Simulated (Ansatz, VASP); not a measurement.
**SrO in VASP and in Ansatz**

File INCAR:

```
PREC = Accurate
ENCUT = 520
EDIFF = 1E-7
ISMEAR = 0
SIGMA = 0.05
LREAL = False
LASPH = True
NELM = 60
ALGO = Normal
ISIF = 2
LWAVE = False
LCHARG = True
GGA = PE
LELF = True
LVHAR = True
NBANDS = 15
```

File KPOINTS:

```
Automatic mesh
0
Gamma
  8 8 8
```

File POSCAR:

```
SrO
1.0
    0.0000000000      2.5312530000      2.6083470000
    2.5312530000      0.0000000000      2.6083470000
    2.5312530000      2.5312530000      0.0000000000
Sr O
1 1
Direct
    0.0000000000      0.0000000000      0.0000000000
    0.5000000000      0.5000000000      0.5000000000
```

Input for Ansatz:

```yaml
crystal:
  lattice:
    - [0.0, 2.531253, 2.608347]
    - [2.531253, 0.0, 2.608347]
    - [2.531253, 2.531253, 0.0]
  atoms:
    - { symbol: Sr, position: [0.0, 0.0, 0.0] }
    - { symbol: O, position: [0.5, 0.5, 0.5] }
basis:
  ecutwfc: 420
kpoints:
  mp_grid: { grid: [8, 8, 8] }
hamiltonian:
  xc: pbe
scf:
  occupations: { method: gaussian, width: 0.05 }
output:
  forces: true
  stress: true
  eigenvalues: true
```

Change from the starting cell: strain -0.015 along x and y, +0.015 along z, atoms carried along.

Alike in both runs: task single point; functional PBE; k mesh 8 × 8 × 8; occupations gaussian, width 0.05 eV; no spin polarisation.

|  | VASP | Ansatz |
| --- | --- | --- |
| version | VASP 6.6.1 | Ansatz 0.2.0 |
| potentials or method | VASP PAW PBE potentials, release 64 (Sr_sv, O), cutoff 520 eV | scalar-relativistic, plane waves, PAW |
| valence electrons in the cell | 16 | 16 |

```tsv
	VASP	Ansatz	Ansatz less VASP
gap on the k mesh at the Fermi level (eV)	3.19	3.24	+0.051
least direct gap on the mesh (eV)	3.25	3.29	+0.039
pressure (GPa)	5.3	4.7	-0.64
traceless stress, the component that is largest in VASP (GPa)	-2.99	-2.84	+0.153
```

The functional is the same, so the differences come from potentials, cutoffs and numerics.
